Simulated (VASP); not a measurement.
**Ge: single point with LDA**

The system is Ge.

```xyz
4
Lattice="3.9976 0.0000 0.0000 -1.9988 3.4620 0.0000 0.0000 0.0000 6.5994" Properties=species:S:1:pos:R:3 pbc="T T T"
Ge    0.0000    2.3080    6.1843
Ge    1.9988    1.1540    2.8846
Ge    0.0000    2.3080    3.7148
Ge    1.9988    1.1540    0.4151
```

This isn't the form of Ge at room conditions, which is diamond.

| Item | Value |
| --- | --- |
| Program | VASP 6.6.1 |
| Task | single point |
| Functional | LDA |
| Potentials or basis | VASP PAW LDA potentials, release 64 (Ge_d) |
| Cutoff | 520 eV |
| k mesh | 6 × 6 × 3 |
| Occupations | fermi-dirac, width 0.05 eV |
| Spin | non-collinear spin, zero start, spin-orbit coupling |
| Starting moments | [[0.0, 0.0, 0.0], [0.0, 0.0, 0.0], [0.0, 0.0, 0.0], [0.0, 0.0, 0.0]] μB |

* Pressure: -1.7 GPa
* Net moment: 0.00 μB per cell
* Valence electrons inside the program's atomic spheres: Ge 12.42

Stress tensor (GPa, compression positive):
```
-1.51  0.00  0.00
 0.00 -1.51  0.00
 0.00  0.00 -1.99
```

Moments on the atoms (μB; x, y, z):
```
Ge  0.00 0.00 0.00
Ge  0.00 0.00 0.00
Ge  0.00 0.00 0.00
Ge  0.00 0.00 0.00
```

Wall time 2.5 min on 1 thread of Intel(R) Xeon(R) Platinum 8488C (Sapphire Rapids), with other jobs on the host, peak memory 0.34 GiB.
